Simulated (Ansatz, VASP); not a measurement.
**One calculation of InP, two programs**

```
In P
1.0
     0.00000    2.76883    2.76883
     2.76883    0.00000    2.76883
     2.76883    2.76883    0.00000
In P
1 1
Direct
  0.00000 0.00000 0.00000
  0.50000 0.50000 0.50000
```

Alike in both runs: task single point; functional PBE-based screened hybrid with a share of 0.25 of exact exchange and HFSCREEN = 0.6; k mesh 4 × 4 × 4; occupations fermi-dirac, width 0.05 eV; no spin polarisation.

```csv
,VASP,Ansatz
version,VASP 6.6.1,Ansatz 0.2.0
potentials or method,"VASP PAW PBE potentials, release 64 (In_d, P)",Ansatz PAW
plane-wave cutoff (eV),520,420
valence electrons in the cell,18,18
```

```csv
,VASP,Ansatz,Ansatz less VASP
gap on the k mesh at the Fermi level (eV),none,none,-
pressure (GPa),-1.0,-1.0,0.00
```

VASP's potentials were made for PBE, not for PBE-based screened hybrid. A gap of «none» marks a metal or a gap that the smearing closes.

The k mesh is coarse, so the values compare programs but aren't converged.
